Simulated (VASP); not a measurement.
A run of VASP 6.6.1:

File INCAR:

```
ALGO = Normal
DIPOL = 0.5 0.5 0.489
EDIFF = 1E-6
ENCUT = 520
GGA = PS
IDIPOL = 3
ISIF = 2
ISMEAR = 0
LASPH = True
LCHARG = False
LDIPOL = True
LREAL = False
LWAVE = False
NBANDS = 30
NELM = 80
PREC = Accurate
SIGMA = 0.1
```

The input KPOINTS:

```
k-points
0
Gamma
  10 10 1
```

Contents of POSCAR:

```
Al3Ni3C
1.0
    2.8621655520      0.0000000000      0.0000000000
    0.0000000000      2.8621655520      0.0000000000
    0.0000000000      0.0000000000     26.1554138800
Ni Al C
3 3 1
Direct
    0.5000000000      0.5000000000      0.3249805198
    0.5000000000      0.5000000000      0.4344097021
    0.5000000000      0.5000000000      0.5433384095
    0.0000000000      0.0000000000      0.3796951110
    0.0000000000      0.0000000000      0.4889910017
    0.0000000000      0.0000000000      0.6004503896
    0.0000000000      0.5000000000      0.6518238525
```

Potentials or basis: VASP PAW PBE potentials, release 64 (Ni, Al, C).

Launch:

```console
$ cat potpaw_PBE.64/Ni/POTCAR potpaw_PBE.64/Al/POTCAR potpaw_PBE.64/C/POTCAR > POTCAR
$ mpirun -np 1 vasp_std > vasp.out
```

Hardware: 1 thread of Intel(R) Xeon(R) Platinum 8488C (Sapphire Rapids), with other jobs on the host.

Q: Estimate the wall time of this run.

A: Wall time 7 min on 1 thread of Intel(R) Xeon(R) Platinum 8488C (Sapphire Rapids) (shared host), peak memory 0.46 GiB. Counts: scf iterations 32, k points 36.
